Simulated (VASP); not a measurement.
Wanted: the native input for a VASP 6.6.1 run.

```yaml
Task: single point
Functional: PBE
Potentials_or_basis: VASP PAW PBE potentials, release 64 (B, N)
Cutoff: 520 eV
k_mesh: 14 × 14 × 14
Occupations: gaussian, width 0.05 eV
Spin: no spin polarisation
Dipole_correction: no
Further_INCAR_settings: ALGO = Normal; EDIFF = 1e-07; NBANDS = 11
```

The structure of BN lies in POSCAR:

```
BN
1.0
    0.0000000000      1.8130010000      1.8130010000
    1.8130010000      0.0000000000      1.8130010000
    1.8130010000      1.8130010000      0.0000000000
B N
1 1
Direct
    0.0000000000      0.0000000000      0.0000000000
    0.7500000000      0.7500000000      0.7500000000
```

The input as run:

INCAR

```
SYSTEM = BN
  PREC = Accurate
  ENCUT = 520
  EDIFF = 1E-7
  ISMEAR = 0
  SIGMA = 0.05
  LREAL = .FALSE.
  LASPH = .TRUE.
  NELM = 60
  ALGO = Normal
  ISIF = 2
  LWAVE = .FALSE.
  LCHARG = .FALSE.
  GGA = PE
  NBANDS = 11
```

KPOINTS

```
Automatic mesh
0
G
  14 14 14
  0 0 0
```

Potentials or basis: VASP PAW PBE potentials, release 64 (B, N).

Run with:

```console
$ cat potpaw_PBE.64/B/POTCAR potpaw_PBE.64/N/POTCAR > POTCAR
$ mpirun -np 1 vasp_std > vasp.out
```

It gave:

- Pressure: -0.2 GPa
- Band gap on the k mesh: 4.45 eV, indirect (least direct gap 8.78 eV)

Run time: 8 s on 1 thread of Intel(R) Xeon(R) Platinum 8488C (Sapphire Rapids), on a shared host, peak memory 0.12 GiB.
